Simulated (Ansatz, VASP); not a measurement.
**Two plane-wave programs on Be24NO**

File INCAR:

```
SYSTEM = Be24NO
PREC = Accurate
ENCUT = 520
EDIFF = 1E-6
ISMEAR = 0
SIGMA = 0.1
LREAL = .False.
LASPH = .True.
NELM = 200
ALGO = Normal
ISIF = 2
LWAVE = .False.
LCHARG = .False.
ISPIN = 2
MAGMOM = 0 0 0 0 0 0 0 0 0 0 0 0 0 0 0 0 0 0 0 0 0 0 0 0 1 0
LORBIT = 11
LDIPOL = .True.
IDIPOL = 3
DIPOL = 0.5 0.5 0.291
GGA = PE
NBANDS = 52
GGA_COMPAT = .False.
NELMDL = -8
KPAR = 4
```

KPOINTS

```
Automatic mesh
0
Gamma
  6 4 1
  0 0 0
```

The input POSCAR:

```
Be24NO
1.0
    4.5254381411      0.0000000000      0.0000000000
    0.0000000000      7.1336190820      0.0000000000
    0.0000000000      0.0000000000     22.3685529248
Be N O
24 1 1
Direct
    0.0000000000      0.3750000000      0.1788224752
    0.0000000000      0.8750000000      0.1788224752
    0.5000000000      0.3750000000      0.1788224752
    0.5000000000      0.8750000000      0.1788224752
    0.2500000000      0.1250000000      0.2080237711
    0.2500000000      0.6250000000      0.2080237711
    0.7500000000      0.1250000000      0.2080237711
    0.7500000000      0.6250000000      0.2080237711
    0.2500000000      0.3750000000      0.2664263628
    0.2500000000      0.8750000000      0.2664263628
    0.7500000000      0.3750000000      0.2664263628
    0.7500000000      0.8750000000      0.2664263628
    0.0000000000      0.1250000000      0.2903069137
    0.0000000000      0.6250000000      0.2903069137
    0.5000000000      0.1250000000      0.2903069137
    0.5000000000      0.6250000000      0.2903069137
    0.0000000000      0.3750000000      0.3546814205
    0.0000000000      0.8750000000      0.3546814205
    0.5000000000      0.3750000000      0.3546814205
    0.5000000000      0.8750000000      0.3546814205
    0.2500000000      0.1250000000      0.3741213369
    0.2500000000      0.6250000000      0.3741213369
    0.7500000000      0.1250000000      0.3741213369
    0.7500000000      0.6250000000      0.3741213369
    0.7500000000      0.4583333333      0.4232975176
    0.8709652247      0.5792985580      0.4496738327
```

Input for Ansatz:

```yaml
crystal:
  lattice:
    - [4.5254381411, 0.0, 0.0]
    - [0.0, 7.133619082, 0.0]
    - [0.0, 0.0, 22.3685529248]
  atoms:
    - { symbol: Be, position: [0.0, 0.375, 0.1788224752] }
    - { symbol: Be, position: [0.0, 0.875, 0.1788224752] }
    - { symbol: Be, position: [0.5, 0.375, 0.1788224752] }
    - { symbol: Be, position: [0.5, 0.875, 0.1788224752] }
    - { symbol: Be, position: [0.25, 0.125, 0.2080237711] }
    - { symbol: Be, position: [0.25, 0.625, 0.2080237711] }
    - { symbol: Be, position: [0.75, 0.125, 0.2080237711] }
    - { symbol: Be, position: [0.75, 0.625, 0.2080237711] }
    - { symbol: Be, position: [0.25, 0.375, 0.2664263628] }
    - { symbol: Be, position: [0.25, 0.875, 0.2664263628] }
    - { symbol: Be, position: [0.75, 0.375, 0.2664263628] }
    - { symbol: Be, position: [0.75, 0.875, 0.2664263628] }
    - { symbol: Be, position: [0.0, 0.125, 0.2903069137] }
    - { symbol: Be, position: [0.0, 0.625, 0.2903069137] }
    - { symbol: Be, position: [0.5, 0.125, 0.2903069137] }
    - { symbol: Be, position: [0.5, 0.625, 0.2903069137] }
    - { symbol: Be, position: [0.0, 0.375, 0.3546814205] }
    - { symbol: Be, position: [0.0, 0.875, 0.3546814205] }
    - { symbol: Be, position: [0.5, 0.375, 0.3546814205] }
    - { symbol: Be, position: [0.5, 0.875, 0.3546814205] }
    - { symbol: Be, position: [0.25, 0.125, 0.3741213369] }
    - { symbol: Be, position: [0.25, 0.625, 0.3741213369] }
    - { symbol: Be, position: [0.75, 0.125, 0.3741213369] }
    - { symbol: Be, position: [0.75, 0.625, 0.3741213369] }
    - { symbol: "N", position: [0.75, 0.4583333333, 0.4232975176], spin: 1.0 }
    - { symbol: O, position: [0.8709652247, 0.579298558, 0.4496738327] }
basis:
  ecutwfc: 420
kpoints:
  mp_grid: { grid: [6, 4, 1] }
hamiltonian:
  xc: pbe
scf:
  occupations: { method: gaussian, width: 0.1 }
output:
  forces: true
  eigenvalues: true
  populations: true
magnetization:
  spin_polarized: true
efield:
  axis: 3
  dipole_correction: true
  ramp_width: 0.04
```

Alike in both runs: task single point; functional PBE; k mesh 6 × 4 × 1; occupations gaussian, width 0.1 eV; collinear spin.

|  | VASP | Ansatz |
| --- | --- | --- |
| version | VASP 6.6.1 | Ansatz 0.2.0 |
| potentials or method | VASP PAW PBE potentials, release 64 (Be, N, O), cutoff 520 eV | scalar-relativistic, plane waves, PAW |
| valence electrons in the cell | 59 | 59 |

VASP gave:

| Property | Result |
| --- | --- |
| gap on the k mesh at the Fermi level (eV) | none |
| rms of the force components (eV/Å) | 1.493 |
| net moment per atom (μB) | 0.00 |

Q: What did Ansatz give for the same quantities?

A: gap on the k mesh at the Fermi level (eV): none; rms of the force components (eV/Å): 1.315; net moment per atom (μB): 0.00.

Atom by atom the forces differ by 0.184 eV/Å (rms over components). A gap of «none» marks a metal or a gap that the smearing closes. Ansatz's warnings: seeded moment not kept.

Noted on VASP's run: the standard files for N, O and F lose accuracy on very short bonds.
